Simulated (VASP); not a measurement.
# Si2W (C2/m) in VASP: further runs

The runs below take Si2W through single point, with PBE.

Program: VASP 6.6.1. These are calculated values, not measurements. Logs are shortened: lines on timing, memory, paths and dates and some standing lists are left out, and cuts for length are marked.

### Step 1. The cell of the first run

Symmetry: C2/m, No. 12, monoclinic system. Conventional cell: a = 4.612 Å, b = 4.474 Å, c = 4.481 Å, α = 90.00°, β = 118.52°, γ = 90.00°. Within 3.4 Å of Si (site symmetry m) lie 9 Si at 2.59 to 3.21 Å and 5 W at 2.60 to 2.70 Å. W (site symmetry 2/m) has 10 Si at 2.60 to 2.70 Å and 4 W at 3.21 Å within 3.4 Å.

### Step 2. Single point, PBE (equal xy, yz and zx shear strains of +3 %)

The input, INCAR:

```
  ALGO = Normal
  EDIFF = 1E-6
  ENCUT = 520
  GGA = PE
  ISIF = 2
  ISMEAR = -1
  LASPH = True
  LCHARG = False
  LREAL = False
  LWAVE = False
  NBANDS = 18
  NELM = 80
  PREC = Accurate
  SIGMA = 0.05
```

The input, KPOINTS:

```
k-points
0
Gamma
  11 11 14
```

The input, POSCAR:

```
Si2W
1.0
   -1.5228100000      1.6410100000      3.9400000000
    1.6410100000     -1.5228100000      3.9400000000
    1.5709900000      1.5709900000     -3.8918200000
Si W
2 1
Direct
    0.3330000000      0.3330000000      0.0000000000
    0.6670000000      0.6670000000      0.0000000000
    0.0000000000      0.0000000000      0.0000000000
```

Potentials or basis: VASP PAW PBE potentials, release 64 (Si, W_sv).

On the command line:

```bash
> cat potpaw_PBE.64/Si/POTCAR potpaw_PBE.64/W_sv/POTCAR > POTCAR
> mpirun -np 1 vasp_std > vasp.out
```

OUTCAR:

```text
EDIFF = 1E-6
   ENCUT = 520
   GGA = PE
   ISIF = 2
   ISMEAR = -1
   LASPH = True
   LREAL = False
   NELM = 80
   PREC = Accurate

 ion  position               nearest neighbor table
   1  0.333  0.333  0.000-   2 2.59   2 2.59   3 2.60   3 2.60   2 2.60   3 2.61   3 2.62   2 2.63
                             2 2.70   3 2.70
   2  0.667  0.667  0.000-   1 2.59   1 2.59   3 2.60   3 2.60   1 2.60   3 2.61   3 2.62   1 2.63
                             1 2.70   3 2.70
   3  0.000  0.000  0.000-   2 2.60   2 2.60   1 2.60   1 2.60   1 2.61   2 2.61   2 2.62   1 2.62
                             2 2.70   1 2.70

  Warning from LATTYP: Got some problem with cell dimensions!
  Tried to take original basis but could not verify dimensions!
  LATTYP: Found a base centered monoclinic cell.
 ALAT       =     4.6115976098
 B/A-ratio  =     0.9702314754
 C/A-ratio  =     0.9717512904
 COS(beta)  =    -0.4775171891

  Lattice vectors:

 A1 = (  -0.0481800000,  -3.2120000000,  -0.0481800000)
 A2 = (  -3.2120000000,  -0.0481800000,  -0.0481800000)
 A3 = (   1.5709900000,   1.5709900000,  -3.8918200000)

Analysis of symmetry for initial positions (statically):
=====================================================================
 Subroutine PRICEL returns:
 Original cell was already a primitive cell.

 Routine SETGRP: Setting up the symmetry group for a
 base centered monoclinic supercell.

 Subroutine GETGRP returns: Found  4 space group operations
 (whereof  4 operations were pure point group operations)
 out of a pool of  4 trial point group operations.

The static configuration has the point symmetry C_2h.

Analysis of symmetry for dynamics (positions and initial velocities):
=====================================================================
 Subroutine PRICEL returns:
 Original cell was already a primitive cell.

 Routine SETGRP: Setting up the symmetry group for a
 base centered monoclinic supercell.

 Subroutine GETGRP returns: Found  4 space group operations
 (whereof  4 operations were pure point group operations)
 out of a pool of  4 trial point group operations.

The dynamic configuration has the point symmetry C_2h.

 Subroutine INISYM returns: Found  4 space group operations
 (whereof  4 operations are pure point group operations),
 and found     1 'primitive' translations

----------------------------------------------------------------------------------------

[... 93 lines left out ...]
   NELM   =     80;   NELMIN=  2; NELMDL= -5     # of ELM steps
   EDIFF  = 0.1E-05   stopping-criterion for ELM
   LREAL  =      F    real-space projection
   EDIFFG = 0.1E-04   stopping-criterion for IOM
   NSW    =      0    number of steps for IOM
   IBRION =     -1    ionic relax: 0-MD 1-quasi-New 2-CG
   NFREE  =      0    steps in history (QN), initial steepest desc. (CG)
   ISIF   =      2    stress and relaxation
   ISYM   =      2    0-nonsym 1-usesym 2-fastsym
   POTIM  = 0.5000    time-step for ionic-motion
   TEBEG  =    0.0;   TEEND  =   0.0 temperature during run
   PSTRESS=    0.0 pullay stress
   NELECT =      22.0000    total number of electrons
   NUPDOWN=      -1.0000    fix difference up-down
   EMIN   =  10.00;   EMAX   =-10.00  energy-range for DOS
   EFERMI =   0.00;   METHOD = LEGACY
   ISMEAR =    -1;   SIGMA  =   0.05  broadening in eV -4-tet -1-fermi 0-gaus
   EFERMI_NEDOS =   21; number of points for ismear=-14 and -15
   IALGO  =     38    algorithm
   IMIX   =      4    mixing-type and parameters
     AMIX     =   0.40;   BMIX     =  1.00
     AMIX_MAG =   1.60;   BMIX_MAG =  1.00
  volume/ion in A,a.u.               =      13.54        91.38
  Fermi-wavevector in a.u.,A,eV,Ry     =   1.334433  2.521712 24.228045  1.780711
  Thomas-Fermi vector in A             =   2.463215
   LORBIT       =      0    0 simple, 1 ext, 2 COOP (PROOUT), +10 PAW based schemes
   GGA     = PE    functional components
   LHFCALC =     F    Hartree Fock is set to
   AEXX    =    0.0000 exact exchange contribution
   IVDW    =     0    specifies the selected vdW correction
   LEPSILON=     F    determine dielectric tensor
   LRPA    =     F    only Hartree local field effects (RPA)
 non-spin polarized calculation
  energy-cutoff  :      520.00
  volume of cell :       40.62
 maximum number of plane-waves:      1113
 NGX is ok and might be reduce to    36
   NGX = 17   NGY = 17   NGZ = 17

 number of electron      22.0000000 magnetization

 Free energy of the ion-electron system (eV)
  ---------------------------------------------------
  ext. energy  EPLUGINS =         0.00000000
  ---------------------------------------------------
  free energy    TOTEN  =       -24.74324133 eV

  energy without entropy =      -24.74087868  energy(sigma->0) =      -24.74206000

 E-fermi :  11.9054     XC(G=0): -12.5075

 val. band max:       11.9004660499   @ k =   0.2727   0.2727   0.2143
 cond. band min:      11.9383703041   @ k =  -0.3636   0.4545   0.3571
 fundamental gap:      0.0379042542
 Fermi energy:        11.9054384835

 k-point     1 :       0.0000    0.0000    0.0000
  band No.  band energies     occupation
      1     -61.9647      2.00000
      2     -26.2400      2.00000
      3     -26.1919      2.00000
      4     -26.1895      2.00000
      5      -2.1607      2.00000
      6       5.1041      2.00000
[... 481 lines left out ...]
      5      -1.0883      2.00000
      6       5.9692      2.00000
[... 10 lines left out ...]
     17      19.3842      0.00000
     18      19.4210      0.00000

 [... further k-points ...]

------------------------ aborting loop because EDIFF is reached ----------------------------------------

  FORCE on cell =-STRESS in cart. coord.  units (eV):
  Direction    XX          YY          ZZ          XY          YZ          ZX
  --------------------------------------------------------------------------------------
  -------------------------------------------------------------------------------------
  Total        0.8532260      0.8532260      0.1491007     -1.4541047     -1.4462445     -1.4462445
  in kB       33.6525259     33.6525259      5.8807580    -57.3520937    -57.0420763    -57.0420773
  external PRESSURE =      24.3952700 kB  Pullay stress =       0.0000000 kB

 VOLUME and BASIS-vectors are now :
 -----------------------------------------------------------------------------
  energy-cutoff  :      520.00
  volume of cell :       40.62
      direct lattice vectors                 reciprocal lattice vectors
    -1.522810000  1.641010000  3.940000000    -0.006479268  0.309594340  0.122356827
     1.641010000 -1.522810000  3.940000000     0.309594340 -0.006479268  0.122356827
     1.570990000  1.570990000 -3.891820000     0.306867580  0.306867580 -0.009206027

 POSITION                                       TOTAL-FORCE (eV/Angst)
 -----------------------------------------------------------------------------------
      0.03936      0.03936      2.62404         0.014005      0.014005      0.190481
      0.07884      0.07884      5.25596        -0.014005     -0.014005     -0.190481
      0.00000      0.00000      0.00000        -0.000000     -0.000000     -0.000000
 -----------------------------------------------------------------------------------
    total drift:                                0.000000      0.000000     -0.000000

  FREE ENERGIE OF THE ION-ELECTRON SYSTEM (eV)
  ---------------------------------------------------
  free  energy   TOTEN  =       -24.7432413261 eV

  energy  without entropy=      -24.7408786812  energy(sigma->0) =      -24.74206000
```

OSZICAR:

```text
N       E                     dE             d eps       ncg     rms          rms(c)
DAV:   1     0.132015197712E+03    0.13202E+03   -0.10849E+04 16848   0.123E+03
DAV:   2    -0.210696128458E+02   -0.15308E+03   -0.14952E+03 19398   0.322E+02
DAV:   3    -0.255851893746E+02   -0.45156E+01   -0.44587E+01 21020   0.498E+01
DAV:   4    -0.256245869791E+02   -0.39398E-01   -0.39351E-01 20146   0.492E+00
DAV:   5    -0.256250095998E+02   -0.42262E-03   -0.42260E-03 19902   0.542E-01    0.250E+01
DAV:   6    -0.248510893482E+02    0.77392E+00   -0.37244E+00 18164   0.135E+01    0.853E+00
DAV:   7    -0.247676774317E+02    0.83412E-01   -0.28059E-01 17940   0.293E+00    0.466E+00
DAV:   8    -0.247437639139E+02    0.23914E-01   -0.49661E-02 18824   0.176E+00    0.335E-01
DAV:   9    -0.247433416714E+02    0.42224E-03   -0.12043E-03 19762   0.274E-01    0.199E-01
DAV:  10    -0.247432477644E+02    0.93907E-04   -0.30544E-04 19852   0.151E-01    0.397E-02
DAV:  11    -0.247432410120E+02    0.67525E-05   -0.41752E-05 19152   0.473E-02    0.184E-02
DAV:  12    -0.247432413261E+02   -0.31410E-06   -0.18525E-06 14026   0.923E-03
   1 F= -.24743241E+02 E0= -.24742060E+02  d E =-.236264E-02
```

Wall time 9.2 min (1 thread of Intel Xeon 8259CL, shared host); peak memory 0.46 GiB.

Results:

| Quantity | Value |
| --- | --- |
| Free energy | -24.7432 eV |
| Pressure | 2.4 GPa |
| Largest force | 0.192 eV/Å |
| Band gap on the k mesh | zero (bands 11 and 12 overlap by 1.09 eV) |

Forces on the atoms (eV/Å):
```
Si   0.014  0.014  0.190
Si  -0.014 -0.014 -0.190
W    0.000  0.000  0.000
```

Caveat: the cell differs from its parent crystal (equal xy, yz and zx shear strains of +3 %); spin-orbit coupling is left out, which moves the levels of the heavy elements.

### Step 3. Single point, PBE (equal xy, yz and zx shear strains of -2 %)

The input, INCAR:

```
SYSTEM = Si2W
  PREC = Accurate
  ENCUT = 520
  EDIFF = 1E-6
  ISMEAR = -1
  SIGMA = 0.05
  LREAL = .FALSE.
  LASPH = .TRUE.
  NELM = 80
  ALGO = Normal
  ISIF = 2
  LWAVE = .FALSE.
  LCHARG = .FALSE.
  GGA = PE
  NBANDS = 18
```

The input, KPOINTS:

```
regular mesh
0
G
  11 11 14
  0 0 0
```

The input, POSCAR:

```
Si2W
1.0
   -1.6614600000      1.5826600000      3.9400000000
    1.5826600000     -1.6614600000      3.9400000000
    1.6293400000      1.6293400000     -3.9721200000
Si W
2 1
Direct
    0.3330000000      0.3330000000      0.0000000000
    0.6670000000      0.6670000000      0.0000000000
    0.0000000000      0.0000000000      0.0000000000
```

Potentials or basis: VASP PAW PBE potentials, release 64 (Si, W_sv).

On the command line:

```bash
> cat potpaw_PBE.64/Si/POTCAR potpaw_PBE.64/W_sv/POTCAR > POTCAR
> mpirun -np 1 vasp_std > vasp.out
```

Run time: 7.6 min. Hardware: 1 thread of Intel Xeon 8259CL, shared host; peak memory 0.46 GiB.

The run converged. Its results:

- Free energy: -24.7768 eV
- Pressure: 2.1 GPa
- Largest force: 0.200 eV/Å
- Band gap on the k mesh: zero (bands 11 and 12 overlap by 1.20 eV)

Forces in eV/Å, atoms in the order of the input:
```
Si  -0.037 -0.037  0.193
Si   0.037  0.037 -0.193
W    0.000  0.000  0.000
```

Stress tensor (GPa, compression positive):
```
2.94 4.35 4.30
4.35 2.94 4.30
4.30 4.30 0.33
```

Levels at points of the mesh, in eV from the Fermi level:
```
           k point  band 8  band 9  band 10  band 11  band 12  band 13  band 14  band 15
(0.00, 0.00, 0.00)   -3.32   -3.01    -2.67     0.65     2.58     2.80     3.21     3.30
(0.00, 0.00, 0.50)   -5.71   -4.99    -3.28    -1.82     2.66     2.97     3.09     3.72
```

Caveat: the cell differs from its parent crystal (equal xy, yz and zx shear strains of -2 %); spin-orbit coupling is left out, which moves the levels of the heavy elements.

[end of part 1 of 2]
